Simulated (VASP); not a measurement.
LiBr, 2 atoms in the cell. Symmetry: Fm-3m, No. 225, cubic system. Conventional cell: a = 5.533 Å, b = 5.533 Å, c = 5.533 Å, α = 90.00°, β = 90.00°, γ = 90.00°. Li (site symmetry m-3m) has 6 Br at 2.77 Å within 3.6 Å. Br (site symmetry m-3m) has 6 Li at 2.77 Å within 3.6 Å.  This cell differs from its parent crystal: volume changed by +3%.

* Program: VASP 6.6.1
* Task: single point
* Functional: r2SCAN
* Potentials or basis: VASP PAW PBE potentials, release 64 (Li_sv, Br)
* Cutoff: 830 eV
* k mesh: 6 × 6 × 6
* Occupations: gaussian, width 0.01 eV
* Spin: no spin polarisation
* Dipole correction: no
* Further INCAR settings: ALGO = Normal; EDIFF = 1e-06; NBANDS = 12

Potentials or basis: VASP PAW PBE potentials, release 64 (Li_sv, Br).

Launch:

```bash
$ cat potpaw_PBE.64/Li_sv/POTCAR potpaw_PBE.64/Br/POTCAR > POTCAR
$ cp INCAR.step1 INCAR
$ mpirun -np 1 vasp_std > vasp.out
$ cp INCAR.step2 INCAR
$ mpirun -np 1 vasp_std > vasp.out
```

Hardware: 1 thread of Intel(R) Xeon(R) Platinum 8375C CPU @ 2.90GHz (Ice Lake), with other jobs on the host.

How long does it take, and how much memory?

It took 80 s on 1 thread of Intel(R) Xeon(R) Platinum 8375C CPU @ 2.90GHz (Ice Lake), with other jobs on the host, peak memory 0.26 GiB. Counts: k points 16.
